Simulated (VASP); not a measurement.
# BaZrO3 (Pm-3m) in VASP: a series of runs, part 2 of 2

VASP 6.6.1.

## 3. Single point, PBE+D3(BJ)

This run uses another cell than the first one, of 15.02 Å³/atom, 1.020 times its volume.

The input, INCAR:

```
PREC = Accurate
ENCUT = 520
EDIFF = 1E-7
ISMEAR = 1
SIGMA = 0.1
LREAL = F
LASPH = T
NELM = 60
ALGO = Normal
ISIF = 2
LWAVE = F
LCHARG = F
GGA = PE
IVDW = 12
NBANDS = 28
```

The input, KPOINTS:

```
regular mesh
0
Gamma
  6 6 6
```

The input, POSCAR:

```
BaZrO3
1.0
    4.2190980275      0.0000000000      0.0000000000
    0.0000000000      4.2190980275      0.0000000000
    0.0000000000      0.0000000000      4.2190980275
Ba Zr O
1 1 3
Direct
    0.0000000000      0.0000000000      0.0000000000
    0.5000000000      0.5000000000      0.5000000000
    0.0000000000      0.5000000000      0.5000000000
    0.5000000000      0.0000000000      0.5000000000
    0.5000000000      0.5000000000      0.0000000000
```

Potentials or basis: VASP PAW PBE potentials, release 64 (Ba_sv, Zr_sv, O).

On the command line:

```
$ cat potpaw_PBE.64/Ba_sv/POTCAR potpaw_PBE.64/Zr_sv/POTCAR potpaw_PBE.64/O/POTCAR > POTCAR
$ mpirun -np 1 vasp_std > vasp.out
```

OUTCAR:

```text
PREC = Accurate
   ENCUT = 520
   EDIFF = 1E-7
   ISMEAR = 1
   LREAL = F
   LASPH = T
   NELM = 60
   ISIF = 2
   GGA = PE
   IVDW = 12
 IVDW          = 12

 ion  position               nearest neighbor table
   1  0.000  0.000  0.000-   3 2.98   4 2.98   5 2.98   3 2.98   4 2.98   3 2.98   5 2.98   3 2.98
                             4 2.98   5 2.98   4 2.98   5 2.98   2 3.65   2 3.65   2 3.65   2 3.65
   2  0.500  0.500  0.500-   3 2.11   4 2.11   5 2.11   5 2.11   4 2.11   3 2.11   1 3.65   1 3.65
                             1 3.65   1 3.65   1 3.65   1 3.65   1 3.65   1 3.65
   3  0.000  0.500  0.500-   2 2.11   2 2.11   1 2.98   1 2.98   1 2.98   1 2.98
   4  0.500  0.000  0.500-   2 2.11   2 2.11   1 2.98   1 2.98   1 2.98   1 2.98
   5  0.500  0.500  0.000-   2 2.11   2 2.11   1 2.98   1 2.98   1 2.98   1 2.98

  LATTYP: Found a simple cubic cell.
 ALAT       =     4.2190980275

  Lattice vectors:

 A1 = (   4.2190980275,   0.0000000000,   0.0000000000)
 A2 = (   0.0000000000,   4.2190980275,   0.0000000000)
 A3 = (   0.0000000000,   0.0000000000,   4.2190980275)

Analysis of symmetry for initial positions (statically):
[... 178 lines left out ...]
 cond. band min:       6.7944123156   @ k =   0.0000   0.0000   0.0000
 fundamental gap:      3.1456163053
 Fermi energy:         3.7077575039

 k-point     1 :       0.0000    0.0000    0.0000
  band No.  band energies     occupation
      1     -43.4939      2.00000
      2     -21.7279      2.00000
      3     -21.6285      2.00000
      4     -21.6285      2.00000
      5     -21.6285      2.00000
      6     -12.6884      2.00000
[... 609 lines left out ...]
     27      12.6632      0.00000
     28      12.6632      0.00000

------------------------ aborting loop because EDIFF is reached ----------------------------------------

 Edisp (eV)   -1.20456

 E8    (eV) :    -0.5642

  FORCE on cell =-STRESS in cart. coord.  units (eV):
  Direction    XX          YY          ZZ          XY          YZ          ZX
  --------------------------------------------------------------------------------------
  -------------------------------------------------------------------------------------
  Total      -0.36589    -0.36589    -0.36589     0.00000     0.00000    -0.00000
  in kB      -7.80562    -7.80562    -7.80562     0.00000     0.00000    -0.00000
  external pressure =       -7.81 kB  Pullay stress =        0.00 kB

 VOLUME and BASIS-vectors are now :
 -----------------------------------------------------------------------------
  energy-cutoff  :      520.00
  volume of cell :       75.10
      direct lattice vectors                 reciprocal lattice vectors
     4.219098028  0.000000000  0.000000000     0.237017484  0.000000000  0.000000000
     0.000000000  4.219098028  0.000000000     0.000000000  0.237017484  0.000000000
     0.000000000  0.000000000  4.219098028     0.000000000  0.000000000  0.237017484

 POSITION                                       TOTAL-FORCE (eV/Angst)
 -----------------------------------------------------------------------------------
      0.00000      0.00000      0.00000         0.000000      0.000000      0.000000
      2.10955      2.10955      2.10955         0.000000      0.000000      0.000000
      0.00000      2.10955      2.10955         0.000000      0.000000      0.000000
      2.10955      0.00000      2.10955         0.000000      0.000000      0.000000
      2.10955      2.10955      0.00000         0.000000      0.000000      0.000000
 -----------------------------------------------------------------------------------
    total drift:                                0.000000     -0.000000     -0.000000

  FREE ENERGIE OF THE ION-ELECTRON SYSTEM (eV)
  ---------------------------------------------------
  free  energy   TOTEN  =       -42.9234466139 eV

  energy  without entropy=      -42.9240594782  energy(sigma->0) =      -42.92365090
```

OSZICAR:

```text
N       E                     dE             d eps       ncg     rms          rms(c)
DAV:   1     0.303037198765E+03    0.30304E+03   -0.22019E+04  1120   0.140E+03
DAV:   2    -0.288237626806E+02   -0.33186E+03   -0.32217E+03  1388   0.347E+02
DAV:   3    -0.487745251380E+02   -0.19951E+02   -0.19879E+02  1772   0.802E+01
DAV:   4    -0.493352107842E+02   -0.56069E+00   -0.56008E+00  1532   0.108E+01
DAV:   5    -0.493475474985E+02   -0.12337E-01   -0.12335E-01  1592   0.123E+00    0.278E+01
DAV:   6    -0.418350593626E+02    0.75125E+01   -0.38620E+01  1324   0.381E+01    0.122E+01
DAV:   7    -0.417349801381E+02    0.10008E+00   -0.27851E+00  1604   0.916E+00    0.744E+00
DAV:   8    -0.417215562062E+02    0.13424E-01   -0.36254E-01  1336   0.433E+00    0.709E-01
DAV:   9    -0.417174799829E+02    0.40762E-02   -0.62732E-02  1524   0.137E+00    0.528E-01
DAV:  10    -0.417192715891E+02   -0.17916E-02   -0.17204E-02  1524   0.104E+00    0.262E-01
DAV:  11    -0.417188252058E+02    0.44638E-03   -0.21579E-03  1376   0.372E-01    0.401E-02
DAV:  12    -0.417188909240E+02   -0.65718E-04   -0.19370E-04  1344   0.943E-02    0.442E-02
DAV:  13    -0.417188878537E+02    0.30703E-05   -0.36711E-05  1672   0.407E-02    0.680E-03
DAV:  14    -0.417188882700E+02   -0.41633E-06   -0.48108E-06  1324   0.163E-02    0.442E-03
DAV:  15    -0.417188882379E+02    0.32054E-07   -0.37140E-07  1288   0.389E-03
   1 F= -.42923447E+02 E0= -.42923651E+02  d E =0.612864E-03
```

Wall time 54 s (1 thread of Intel Xeon 8259CL, shared host); peak memory 0.21 GiB.

Results:

| Property | Result |
| --- | --- |
| Free energy | -42.9234 eV |
| Pressure | -0.8 GPa |
| Band gap on the k mesh | 3.15 eV, indirect (least direct gap 3.39 eV) |
| Dispersion energy per atom | -0.241 eV |

Caveat: three body term missing; spin-orbit coupling is left out, which moves the levels of the heavy elements. Expect the measured gap to be larger: semilocal functionals such as PBE lack the derivative discontinuity.

## 4. Single point, PBE+D3(BJ)

This run uses another cell than the first one, of 15.32 Å³/atom, 1.040 times its volume.

The input, INCAR:

```
ALGO = Normal ; EDIFF = 1E-6
ENCUT = 520 ; GGA = PE
ISIF = 2 ; ISMEAR = 1
IVDW = 12 ; LASPH = T
LCHARG = F ; LREAL = F
LWAVE = F ; NBANDS = 28
NELM = 80 ; PREC = Accurate
SIGMA = 0.1
```

The input, KPOINTS:

```
k-points
0
Gamma
  6 6 6
```

POSCAR, as its differences from that of step 3:

```diff
@@ -2,5 +2,5 @@
 1.0
-    4.2190980275      0.0000000000      0.0000000000
-    0.0000000000      4.2190980275      0.0000000000
-    0.0000000000      0.0000000000      4.2190980275
+    4.2464955356      0.0000000000      0.0000000000
+    0.0000000000      4.2464955356      0.0000000000
+    0.0000000000      0.0000000000      4.2464955356
 Ba Zr O
```

On the command line:

```
$ cat potpaw_PBE.64/Ba_sv/POTCAR potpaw_PBE.64/Zr_sv/POTCAR potpaw_PBE.64/O/POTCAR > POTCAR
$ mpirun -np 1 vasp_std > vasp.out
```

Run time: 46 s. Hardware: 1 thread of Intel Xeon 8259CL, shared host; peak memory 0.21 GiB.

It converged, with:

```
Free energy                : -42.9045 eV
Pressure                   : -3.6 GPa
Band gap on the k mesh     : 3.10 eV, indirect (least direct gap 3.36 eV)
Dispersion energy per atom : -0.236 eV
```

Levels at points of the mesh, in eV from the valence-band top:
| k point | band 16 | band 17 | band 18 | band 19 | band 20 | band 21 | band 22 | band 23 | band 24 | band 25 |
| --- | --- | --- | --- | --- | --- | --- | --- | --- | --- | --- |
| (0.00, 0.00, 0.00) | -0.93 | -0.93 | -0.26 | -0.26 | -0.26 | 3.10 | 3.10 | 3.10 | 4.60 | 4.60 |
| (0.50, 0.00, 0.00) | -1.68 | -1.68 | -1.58 | -0.50 | -0.50 | 3.51 | 5.45 | 5.45 | 6.29 | 6.49 |
| (0.50, 0.50, 0.00) | -2.28 | -0.93 | -0.93 | -0.88 | -0.07 | 5.43 | 5.43 | 6.22 | 6.26 | 7.42 |
| (0.50, 0.50, 0.50) | -2.51 | -2.51 | 0.00 | 0.00 | 0.00 | 5.83 | 5.83 | 5.83 | 6.66 | 6.66 |

Caveat: three body term missing; spin-orbit coupling is left out, which moves the levels of the heavy elements. Expect the measured gap to be larger: semilocal functionals such as PBE lack the derivative discontinuity.

## 5. Single point, PBE+D3(BJ)

This run uses another cell than the first one, of 15.61 Å³/atom, 1.060 times its volume.

The input, INCAR:

```
SYSTEM = BaZrO3
PREC = Accurate
ENCUT = 520
EDIFF = 1E-7
ISMEAR = 1
SIGMA = 0.1
LREAL = .FALSE.
LASPH = .TRUE.
NELM = 60
ALGO = Normal
ISIF = 2
LWAVE = .FALSE.
LCHARG = .FALSE.
GGA = PE
IVDW = 12
NBANDS = 28
```

The input, KPOINTS:

```
Automatic mesh
0
G
  6 6 6
  0 0 0
```

POSCAR, as its differences from that of step 4:

```diff
@@ -2,5 +2,5 @@
 1.0
-    4.2464955356      0.0000000000      0.0000000000
-    0.0000000000      4.2464955356      0.0000000000
-    0.0000000000      0.0000000000      4.2464955356
+    4.2735440071      0.0000000000      0.0000000000
+    0.0000000000      4.2735440071      0.0000000000
+    0.0000000000      0.0000000000      4.2735440071
 Ba Zr O
```

On the command line:

```
$ cat potpaw_PBE.64/Ba_sv/POTCAR potpaw_PBE.64/Zr_sv/POTCAR potpaw_PBE.64/O/POTCAR > POTCAR
$ mpirun -np 1 vasp_std > vasp.out
```

It took 49 s on 1 thread of Intel Xeon 8259CL, shared host; peak memory 0.21 GiB.

The run converged. Its results:

```
Free energy                : -42.8610 eV
Pressure                   : -6.1 GPa
Band gap on the k mesh     : 3.06 eV, indirect (least direct gap 3.34 eV)
Dispersion energy per atom : -0.232 eV
```

Levels at points of the mesh, in eV from the valence-band top:
```
           k point  band 16  band 17  band 18  band 19  band 20  band 21  band 22  band 23  band 24  band 25
(0.00, 0.00, 0.00)    -0.90    -0.90    -0.28    -0.28    -0.28     3.06     3.06     3.06     4.58     4.58
(0.50, 0.00, 0.00)    -1.65    -1.65    -1.53    -0.52    -0.52     3.45     5.33     5.33     6.22     6.39
(0.50, 0.50, 0.00)    -2.23    -0.93    -0.93    -0.92    -0.07     5.31     5.31     6.11     6.14     7.29
(0.50, 0.50, 0.50)    -2.50    -2.50     0.00     0.00     0.00     5.76     5.76     5.76     6.50     6.50
```

Caveat: three body term missing; spin-orbit coupling is left out, which moves the levels of the heavy elements. A k mesh can miss the band edges.

## 6. The runs side by side

```csv
cell,gap on the mesh (eV),pressure (GPa)
"a = 4.191 Å, 5 atoms",3.19,2.4
"a = 4.219 Å, 5 atoms",3.15,-0.8
"a = 4.246 Å, 5 atoms",3.10,-3.6
"a = 4.274 Å, 5 atoms",3.06,-6.1
```

Alike in all rows: task single point; level PBE+D3(BJ); potentials or basis VASP PAW PBE potentials, release 64 (Ba_sv, Zr_sv, O); no spin polarisation; k mesh 6 × 6 × 6; cutoff (eV) 520; smearing methfessel-paxton 0.1 eV.

Caveats: three body term missing; spin-orbit coupling is left out, which moves the levels of the heavy elements.

Total energies depend on the potentials used, so only differences within one code and one set of settings carry meaning.
